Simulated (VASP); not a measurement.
# In3Sb (Fm-3m) in VASP: a series of runs

Runs on In3Sb. Level: PBEsol. Tasks: relaxation of cell and atoms.

Everything below comes from runs of VASP 6.6.1. Logs are shortened: lines on timing, memory, paths and dates and some standing lists are left out, and cuts for length are marked.

### Step 1. The cell of the first run

The structure is cubic, space group Fm-3m (No. 225). The conventional cell has a = 7.680 Å, b = 7.680 Å, c = 7.680 Å, α = 90.00°, β = 90.00°, γ = 90.00°. Sb (site symmetry m-3m) has 14 In at 3.33 to 3.84 Å within 4.4 Å. Within 4.4 Å of In (site symmetry m-3m) lie 8 In at 3.33 Å and 6 Sb at 3.84 Å. In (site symmetry -43m) has 4 Sb at 3.33 Å and 10 In at 3.33 to 3.84 Å within 4.4 Å.

### Step 2. Relaxation of cell and atoms, PBEsol, target pressure 5 GPa, at which the enthalpy is minimised

INCAR

```
  PREC = Accurate
  ENCUT = 500
  EDIFF = 1E-7
  ISMEAR = -1
  SIGMA = 0.01
  LREAL = F
  LASPH = T
  NELM = 120
  ALGO = Normal
  ISIF = 3
  LWAVE = F
  LCHARG = F
  GGA = PS
  IBRION = 2
  NSW = 80
  EDIFFG = -0.02
  PSTRESS = 50.0
  GGA_COMPAT = F
  NELMIN = 4
```

KPOINTS

```
regular mesh
0
Gamma
  5 5 5
```

POSCAR

```
In3Sb
1.0
    0.0000000000      3.8400000000      3.8400000000
    3.8400000000      0.0000000000      3.8400000000
    3.8400000000      3.8400000000      0.0000000000
Sb In
1 3
Direct
    0.0000000000      0.0000000000      0.0000000000
    0.5000000000      0.5000000000      0.5000000000
    0.2500000000      0.2500000000      0.2500000000
    0.7500000000      0.7500000000      0.7500000000
```

Potentials or basis: VASP PAW PBE potentials, release 64 (Sb, In_d).

Started as:

```bash
cat potpaw_PBE.64/Sb/POTCAR potpaw_PBE.64/In_d/POTCAR > POTCAR
mpirun -np 1 vasp_std > vasp.out
```

OUTCAR:

```text
PREC = Accurate
   ENCUT = 500
   EDIFF = 1E-7
   ISMEAR = -1
   LREAL = F
   LASPH = T
   NELM = 120
   ISIF = 3
   GGA = PS
   IBRION = 2
   NSW = 80
   EDIFFG = -0.02
   PSTRESS = 50.0
   NELMIN = 4

 ion  position               nearest neighbor table
   1  0.000  0.000  0.000-   4 3.33   4 3.33   4 3.33   3 3.33   4 3.33   3 3.33   3 3.33   3 3.33
                             2 3.84   2 3.84   2 3.84   2 3.84   2 3.84   2 3.84
   2  0.500  0.500  0.500-   3 3.33   3 3.33   3 3.33   3 3.33   4 3.33   4 3.33   4 3.33   4 3.33
                             1 3.84   1 3.84   1 3.84   1 3.84   1 3.84   1 3.84
   3  0.250  0.250  0.250-   1 3.33   1 3.33   1 3.33   1 3.33   2 3.33   2 3.33   2 3.33   2 3.33
                             4 3.84   4 3.84   4 3.84   4 3.84   4 3.84   4 3.84
   4  0.750  0.750  0.750-   2 3.33   2 3.33   2 3.33   1 3.33   2 3.33   1 3.33   1 3.33   1 3.33
                             3 3.84   3 3.84   3 3.84   3 3.84   3 3.84   3 3.84

  LATTYP: Found a face centered cubic cell.
 ALAT       =     7.6800000000

  Lattice vectors:

 A1 = (   0.0000000000,   3.8400000000,   3.8400000000)
 A2 = (   3.8400000000,   0.0000000000,   3.8400000000)
 A3 = (   3.8400000000,   3.8400000000,   0.0000000000)

Analysis of symmetry for initial positions (statically):
=====================================================================
 Subroutine PRICEL returns:
 Original cell was already a primitive cell.

 Routine SETGRP: Setting up the symmetry group for a
 face centered cubic supercell.

 Subroutine GETGRP returns: Found 48 space group operations
 (whereof 48 operations were pure point group operations)
 out of a pool of 48 trial point group operations.

The static configuration has the point symmetry O_h .

Analysis of symmetry for dynamics (positions and initial velocities):
=====================================================================
 Subroutine PRICEL returns:
 Original cell was already a primitive cell.

 Routine SETGRP: Setting up the symmetry group for a
 face centered cubic supercell.

 Subroutine GETGRP returns: Found 48 space group operations
 (whereof 48 operations were pure point group operations)
 out of a pool of 48 trial point group operations.

The dynamic configuration has the point symmetry O_h .

 Subroutine INISYM returns: Found 48 space group operations
 (whereof 48 operations are pure point group operations),
 and found     1 'primitive' translations

----------------------------------------------------------------------------------------

                                     Primitive cell

  volume of cell :     113.2462

  direct lattice vectors                    reciprocal lattice vectors
     0.000000000  3.840000000  3.840000000    -0.130208333  0.130208333  0.130208333
     3.840000000  0.000000000  3.840000000     0.130208333 -0.130208333  0.130208333
     3.840000000  3.840000000  0.000000000     0.130208333  0.130208333 -0.130208333

  length of vectors
     5.430580080  5.430580080  5.430580080     0.225527449  0.225527449  0.225527449

  position of ions in fractional coordinates (direct lattice)
     0.000000000  0.000000000  0.000000000
     0.500000000  0.500000000  0.500000000
     0.250000000  0.250000000  0.250000000
     0.750000000  0.750000000  0.750000000

  ion indices of the primitive-cell ions
   primitive index   ion index
                 1           1
                 2           2
                 3           3
                 4           4

----------------------------------------------------------------------------------------

 KPOINTS: regular mesh

Automatic generation of k-mesh.
 Grid dimensions read from file:
 generate k-points for:    5    5    5

 Generating k-lattice:

  Cartesian coordinates                     Fractional coordinates (reciprocal lattice)
    -0.026041667  0.026041667  0.026041667     0.200000000  0.000000000  0.000000000
     0.026041667 -0.026041667  0.026041667     0.000000000  0.200000000  0.000000000
     0.026041667  0.026041667 -0.026041667     0.000000000  0.000000000  0.200000000

  Length of vectors
     0.045105490  0.045105490  0.045105490

  Shift w.r.t. Gamma in fractional coordinates (k-lattice)
     0.000000000  0.000000000  0.000000000

 Subroutine IBZKPT returns following result:
 ===========================================

 Found     10 irreducible k-points:

 Following reciprocal coordinates:
            Coordinates               Weight
  0.000000  0.000000  0.000000      1.000000
  0.200000  0.000000  0.000000      8.000000
  0.400000  0.000000  0.000000      8.000000
  0.200000  0.200000  0.000000      6.000000
  0.400000  0.200000  0.000000     24.000000
 -0.400000  0.200000  0.000000     24.000000
 -0.200000  0.200000  0.000000     12.000000
  0.400000  0.400000  0.000000      6.000000
 -0.400000  0.400000  0.000000     12.000000
 -0.400000  0.400000  0.200000     24.000000
   k-points           NKPTS =     10   k-points in BZ     NKDIM =     10   number of bands    NBANDS=     26
   number of dos      NEDOS =    301   number of ions     NIONS =      4
   total plane-waves  NPLWV =  64000
   dimension x,y,z NGX =    40 NGY =   40 NGZ =   40
   dimension x,y,z NGXF=    80 NGYF=   80 NGZF=   80
   ions per type =               1   3
   NGX,Y,Z   is equivalent  to a cutoff of  12.25, 12.25, 12.25 a.u.
   NGXF,Y,Z  is equivalent  to a cutoff of  24.49, 24.49, 24.49 a.u.
 SYSTEM =  unknown system
   PREC   = accura    normal or accurate (medium, high low for compatibility)
   ISTART =      0    job   : 0-new  1-cont  2-samecut
   ICHARG =      2    charge: 1-file 2-atom 10-const
   ISPIN  =      1    spin polarized calculation?
   LNONCOLLINEAR =      F non collinear calculations
   LSORBIT =      F    spin-orbit coupling
   LASPH  =      T    aspherical Exc in radial PAW
   ENCUT  =  500.0 eV  36.75 Ry    6.06 a.u.   9.90  9.90  9.90*2*pi/ulx,y,z
   NELM   =    120;   NELMIN=  4; NELMDL= -5     # of ELM steps
   EDIFF  = 0.1E-06   stopping-criterion for ELM
   LREAL  =      F    real-space projection
   EDIFFG = -.2E-01   stopping-criterion for IOM
   NSW    =     80    number of steps for IOM
   IBRION =      2    ionic relax: 0-MD 1-quasi-New 2-CG
   NFREE  =      1    steps in history (QN), initial steepest desc. (CG)
   ISIF   =      3    stress and relaxation
   ISYM   =      2    0-nonsym 1-usesym 2-fastsym
   POTIM  = 0.5000    time-step for ionic-motion
   TEBEG  =    0.0;   TEEND  =   0.0 temperature during run
   PSTRESS=   50.0 pullay stress
   NELECT =      44.0000    total number of electrons
   NUPDOWN=      -1.0000    fix difference up-down
   EMIN   =  10.00;   EMAX   =-10.00  energy-range for DOS
   EFERMI =   0.00;   METHOD = LEGACY
   ISMEAR =    -1;   SIGMA  =   0.01  broadening in eV -4-tet -1-fermi 0-gaus
   EFERMI_NEDOS =   21; number of points for ismear=-14 and -15
   IALGO  =     38    algorithm
   IMIX   =      4    mixing-type and parameters
     AMIX     =   0.40;   BMIX     =  1.00
     AMIX_MAG =   1.60;   BMIX_MAG =  1.00
  volume/ion in A,a.u.               =      28.31       191.06
  Fermi-wavevector in a.u.,A,eV,Ry     =   1.194587  2.257442 19.416036  1.427038
  Thomas-Fermi vector in A             =   2.330574
   LORBIT       =      0    0 simple, 1 ext, 2 COOP (PROOUT), +10 PAW based schemes
   GGA     = PS    functional components
   LHFCALC =     F    Hartree Fock is set to
   AEXX    =    0.0000 exact exchange contribution
   IVDW    =     0    specifies the selected vdW correction
   LEPSILON=     F    determine dielectric tensor
   LRPA    =     F    only Hartree local field effects (RPA)
 conjugate gradient relaxation of ions
 non-spin polarized calculation
  energy-cutoff  :      500.00
  volume of cell :      113.25
 maximum number of plane-waves:      2891
   NGX = 19   NGY = 19   NGZ = 19

--------------------------------------- Ionic step        1  -------------------------------------------

 number of electron      44.0000012 magnetization

 Free energy of the ion-electron system (eV)
  ---------------------------------------------------
  ext. energy  EPLUGINS =         0.00000000
  ---------------------------------------------------
  free energy    TOTEN  =       -13.42251169 eV

  energy without entropy =      -13.42106436  energy(sigma->0) =      -13.42178803

------------------------ aborting loop because EDIFF is reached ----------------------------------------

  FORCE on cell =-STRESS in cart. coord.  units (eV):
  Direction    XX          YY          ZZ          XY          YZ          ZX
  --------------------------------------------------------------------------------------
  -------------------------------------------------------------------------------------
  Total       -2.5342645     -2.5342645     -2.5342645      0.0000000      0.0000000      0.0000000
  in kB      -35.8541022    -35.8541022    -35.8541022      0.0000000      0.0000000      0.0000000
  external PRESSURE =     -85.8541022 kB  Pullay stress =      50.0000000 kB

 VOLUME and BASIS-vectors are now :
 -----------------------------------------------------------------------------
  energy-cutoff  :      500.00
  volume of cell :      113.25
      direct lattice vectors                 reciprocal lattice vectors
     0.000000000  3.840000000  3.840000000    -0.130208333  0.130208333  0.130208333
     3.840000000  0.000000000  3.840000000     0.130208333 -0.130208333  0.130208333
     3.840000000  3.840000000  0.000000000     0.130208333  0.130208333 -0.130208333
[... 50 lines left out ...]
  FREE ENERGIE OF THE ION-ELECTRON SYSTEM (eV)
  ---------------------------------------------------
  free  energy   TOTEN  =       -13.1618434149 eV

  energy  without entropy=      -13.1601132499  energy(sigma->0) =      -13.16097833

  enthalpy is  TOTEN    =       -10.3482797804 eV   P V=        2.8135636346

--------------------------------------- Ionic step        3  -------------------------------------------

 number of electron      43.9999989 magnetization

 Free energy of the ion-electron system (eV)
  ---------------------------------------------------
  ext. energy  EPLUGINS =         0.00000000
  ---------------------------------------------------
  free energy    TOTEN  =       -13.42613128 eV

  energy without entropy =      -13.42440110  energy(sigma->0) =      -13.42526619

 E-fermi :   8.8616     XC(G=0): -10.8364

 val. band max:        8.7205821243   @ k =  -0.2000   0.2000   0.0000
 cond. band min:       8.8777096951   @ k =  -0.4000   0.2000   0.0000
 fundamental gap:      0.1571275708
 Fermi energy:         8.8616153429

 k-point     1 :       0.0000    0.0000    0.0000
  band No.  band energies     occupation
      1      -5.9807      2.00000
      2      -5.9807      2.00000
      3      -5.9154      2.00000
      4      -5.9154      2.00000
      5      -5.9154      2.00000
      6      -5.8420      2.00000
[... 18 lines left out ...]
     25       9.5209      0.00000
     26       9.5585      0.00000
[... 281 lines left out ...]
 POSITION                                       TOTAL-FORCE (eV/Angst)
 -----------------------------------------------------------------------------------
      0.00000      0.00000      0.00000        -0.000000      0.000000      0.000000
      3.63186      3.63186      3.63186        -0.000000      0.000000      0.000000
      1.81593      1.81593      1.81593        -0.000000     -0.000000     -0.000000
      5.44779      5.44779      5.44779         0.000000      0.000000      0.000000
 -----------------------------------------------------------------------------------
    total drift:                               -0.000000     -0.000000      0.000000

  FREE ENERGIE OF THE ION-ELECTRON SYSTEM (eV)
  ---------------------------------------------------
  free  energy   TOTEN  =       -13.4261312828 eV

  energy  without entropy=      -13.4244011037  energy(sigma->0) =      -13.42526619

  enthalpy is  TOTEN    =       -10.4360857871 eV   P V=        2.9900454957

 reached required accuracy - stopping structural energy minimisation
```

Run time: 79 s. Hardware: 1 thread of Intel Xeon Platinum 8375C at 2.90GHz (Ice Lake), shared host; peak memory 0.25 GiB.

Results:

```yaml
Free_energy: -13.4261 eV
Relaxed_volume: 23.95 Å³/atom
Relaxed_cell: a = 5.136 Å, b = 5.136 Å, c = 5.136 Å, α = 60.00°, β = 60.00°, γ = 60.00°
Space_group_after_relaxing_to_0.1_Å: Fm-3m (No. 225)
Energy_change_on_relaxing_the_run_minimises_the_enthalpy: -0.9 meV/atom
Ionic_steps: 3
Pressure_after_relaxing: 5.0 GPa
Band_gap_on_the_k_mesh: zero (bands 22 and 23 overlap by 3.27 eV)
```

Step by step:
| step | energy change (eV) | largest force (eV/Å) | pressure (GPa) | volume (Å³) |
| --- | --- | --- | --- | --- |
| 1 | 0.0000 | 0.0000 | -3.59 | 113.25 |
| 2 | 0.2607 | 0.0000 | 10.31 | 90.16 |
| 3 | -0.0036 | 0.0000 | 4.97 | 95.81 |

Final structure:
```
Sb In
1.0
     0.00000    3.63186    3.63186
     3.63186    0.00000    3.63186
     3.63186    3.63186    0.00000
Sb In
1 3
Direct
  0.00000 0.00000 0.00000
  0.50000 0.50000 0.50000
  0.25000 0.25000 0.25000
  0.75000 0.75000 0.75000
```

Levels at points of the mesh, in eV from the Fermi level:
| k point | band 19 | band 20 | band 21 | band 22 | band 23 | band 24 | band 25 | band 26 |
| --- | --- | --- | --- | --- | --- | --- | --- | --- |
| (0.00, 0.00, 0.00) | -1.93 | -1.93 | -1.93 | -0.51 | -0.51 | -0.51 | 0.66 | 0.70 |

Caveat: the cell is relaxed towards a set pressure, so the run minimises the enthalpy, not the energy; the volume moved by over 15 % at a fixed basis, so the end points are rough; the PAW data sets were made with another functional, which shifts forces and pressure a little; spin-orbit coupling is left out, which moves the levels of the heavy elements.

### Step 3. Relaxation of cell and atoms, PBEsol, target pressure 10 GPa, at which the enthalpy is minimised

INCAR

```
SYSTEM = In3Sb
PREC     = Accurate       ! precision mode
ENCUT    = 500            ! plane-wave cutoff, eV
EDIFF    = 1E-7           ! SCF threshold, eV
ISMEAR   = -1             ! smearing method
SIGMA    = 0.01           ! smearing width, eV
LREAL    = .FALSE.        ! projectors in reciprocal space
LASPH    = .TRUE.         ! aspherical terms in the spheres
NELM     = 120            ! most SCF steps
ALGO     = Normal         ! electronic algorithm
ISIF     = 3              ! what is computed and relaxed
LWAVE    = .FALSE.        ! write WAVECAR
LCHARG   = .FALSE.        ! write CHGCAR
GGA      = PS             ! functional
IBRION   = 2              ! ionic algorithm
NSW      = 80             ! ionic steps
EDIFFG   = -0.02          ! ionic threshold
PSTRESS  = 100.0        
GGA_COMPAT= .FALSE.      
NELMIN   = 4
```

KPOINTS

```
regular mesh
0
G
  5 5 5
  0 0 0
```

POSCAR is that of step 2.

Potentials or basis: VASP PAW PBE potentials, release 64 (Sb, In_d).

Started as:

```bash
cat potpaw_PBE.64/Sb/POTCAR potpaw_PBE.64/In_d/POTCAR > POTCAR
mpirun -np 1 vasp_std > vasp.out
```

It took 89 s on 1 thread of Intel Xeon Platinum 8375C at 2.90GHz (Ice Lake), shared host; peak memory 0.25 GiB.

Results (log left out):

```yaml
Free_energy: -13.1732 eV
Relaxed_volume: 22.58 Å³/atom
Relaxed_cell: a = 5.036 Å, b = 5.036 Å, c = 5.036 Å, α = 60.00°, β = 60.00°, γ = 60.00°
Space_group_after_relaxing_to_0.1_Å: Fm-3m (No. 225)
Energy_change_on_relaxing_the_run_minimises_the_enthalpy: +62.3 meV/atom
Ionic_steps: 4
Pressure_after_relaxing: 10.1 GPa
Band_gap_on_the_k_mesh: zero (bands 22 and 23 overlap by 3.67 eV)
```

The path:
| step | energy change (eV) | largest force (eV/Å) | pressure (GPa) | volume (Å³) |
| --- | --- | --- | --- | --- |
| 1 | 0.0000 | 0.0000 | -3.59 | 113.25 |
| 2 | 1.6378 | 0.0000 | 29.00 | 78.28 |
| 3 | 0.2237 | 0.0000 | 9.65 | 90.75 |
| 4 | 0.2493 | 0.0000 | 10.10 | 90.33 |

Final structure:
```
CELL_PARAMETERS angstrom
0.00000 3.56130 3.56130
3.56130 0.00000 3.56130
3.56130 3.56130 0.00000
ATOMIC_POSITIONS crystal
Sb 0.00000 0.00000 0.00000
In 0.50000 0.50000 0.50000
In 0.25000 0.25000 0.25000
In 0.75000 0.75000 0.75000
```

Levels at points of the mesh, in eV from the Fermi level:
```tsv
k point	band 20	band 21	band 22	band 23	band 24	band 25
(0.00, 0.00, 0.00)	-1.98	-1.98	-0.57	-0.57	-0.57	0.71
```

Caveat: the cell is relaxed towards a set pressure, so the run minimises the enthalpy, not the energy; the volume moved by over 15 % at a fixed basis, so the end points are rough; the PAW data sets were made with another functional, which shifts forces and pressure a little; spin-orbit coupling is left out, which moves the levels of the heavy elements.

### Step 4. Relaxation of cell and atoms, PBEsol, target pressure 20 GPa, at which the enthalpy is minimised

INCAR

```
PREC = Accurate ; ENCUT = 500
EDIFF = 1E-7 ; ISMEAR = -1
SIGMA = 0.01 ; LREAL = False
LASPH = True ; NELM = 120
ALGO = Normal ; ISIF = 3
LWAVE = False ; LCHARG = False
GGA = PS ; IBRION = 2
NSW = 80 ; EDIFFG = -0.02
PSTRESS = 200.0 ; GGA_COMPAT = False
NELMIN = 4
```

KPOINTS

```
regular mesh
0
Gamma
  5 5 5
```

POSCAR is that of step 3.

Started as:

```bash
cat potpaw_PBE.64/Sb/POTCAR potpaw_PBE.64/In_d/POTCAR > POTCAR
mpirun -np 1 vasp_std > vasp.out
```

It took 1.8 min on 1 thread of Intel Xeon Platinum 8375C at 2.90GHz (Ice Lake), shared host; peak memory 0.25 GiB.

It converged, with:

| Property | Result |
| --- | --- |
| Free energy | -12.5041 eV |
| Relaxed volume | 20.76 Å³/atom |
| Relaxed cell | a = 4.897 Å, b = 4.897 Å, c = 4.897 Å, α = 60.00°, β = 60.00°, γ = 60.00° |
| Space group after relaxing (to 0.1 Å) | Fm-3m (No. 225) |
| Energy change on relaxing (the run minimises the enthalpy) | +229.6 meV/atom |
| Ionic steps | 5 |
| Pressure after relaxing | 19.9 GPa |
| Band gap on the k mesh | zero (bands 22 and 23 overlap by 4.05 eV) |

The path:
| step | energy change (eV) | largest force (eV/Å) | pressure (GPa) | volume (Å³) |
| --- | --- | --- | --- | --- |
| 1 | 0.0000 | 0.0000 | -3.59 | 113.25 |
| 2 | 10.2364 | 0.0000 | 127.54 | 57.75 |
| 3 | 0.6706 | 0.0000 | 16.64 | 85.22 |
| 4 | 0.8210 | 0.0000 | 18.71 | 83.86 |
| 5 | 0.9184 | 0.0000 | 19.94 | 83.05 |

Final structure:
```
CELL_PARAMETERS angstrom
0.00000 3.46290 3.46290
3.46290 0.00000 3.46290
3.46290 3.46290 0.00000
ATOMIC_POSITIONS crystal
Sb 0.00000 0.00000 0.00000
In 0.50000 0.50000 0.50000
In 0.25000 0.25000 0.25000
In 0.75000 0.75000 0.75000
```

Levels at points of the mesh, in eV from the Fermi level:
```
           k point  band 20  band 21  band 22  band 23  band 24  band 25
(0.00, 0.00, 0.00)    -2.07    -1.86    -0.67    -0.67    -0.67     0.72
```

Caveat: the cell is relaxed towards a set pressure, so the run minimises the enthalpy, not the energy; the volume moved by over 15 % at a fixed basis, so the end points are rough; the PAW data sets were made with another functional, which shifts forces and pressure a little; spin-orbit coupling is left out, which moves the levels of the heavy elements.

### Step 5. Overview

| cell | gap on the mesh (eV) | pressure (GPa) |
| --- | --- | --- |
| relaxed to 5 GPa | none | 5.0 |
| relaxed to 10 GPa | none | 10.1 |
| relaxed to 20 GPa | none | 19.9 |

Alike in all rows: task relaxation of cell and atoms; level PBEsol; potentials or basis VASP PAW PBE potentials, release 64 (Sb, In_d); no spin polarisation; k mesh 5 × 5 × 5; cutoff (eV) 500; smearing fermi-dirac 0.01 eV.

Caveats: the cell is relaxed towards a set pressure, so the run minimises the enthalpy, not the energy; the volume moved by over 15 % at a fixed basis, so the end points are rough; the PAW data sets were made with another functional, which shifts forces and pressure a little; spin-orbit coupling is left out, which moves the levels of the heavy elements.

Absolute energies hang on the potentials; compare differences alone.

The gap in the log of VASP goes by the Fermi energy; the results here count the filled bands.